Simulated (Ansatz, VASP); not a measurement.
**AlNi: VASP beside Ansatz**

```
Al Ni
1.0
     2.89308    0.00000    0.00000
     0.00000    2.89308    0.00000
     0.00000    0.00000    2.89308
Al Ni
1 1
Cartesian
  0.0000 0.0000 0.0000
  1.4465 1.4465 1.4465
```

Alike in both runs: functional PBE; k mesh 14 × 14 × 14; occupations gaussian, width 0.1 eV; no spin polarisation.

Ansatz relaxed the structure, and its values are those at the end. VASP's run is a single point on that final structure, the one shown.

```csv
,VASP,Ansatz
version,VASP 6.6.1,Ansatz 0.2.0
potentials or method,"VASP PAW PBE potentials, release 64 (Al, Ni), cutoff 520 eV","scalar-relativistic, plane waves, PAW"
valence electrons in the cell,13,21
```

```tsv
	VASP	Ansatz	Ansatz less VASP
gap on the k mesh at the Fermi level (eV)	none	none	-
pressure (GPa)	0.0	0.0	+0.04
```

A gap of «none» marks a metal or a gap that the smearing closes. VASP's potentials hold 13 valence electrons a cell and Ansatz's 21, so a difference there can come from the potentials and not from the codes.
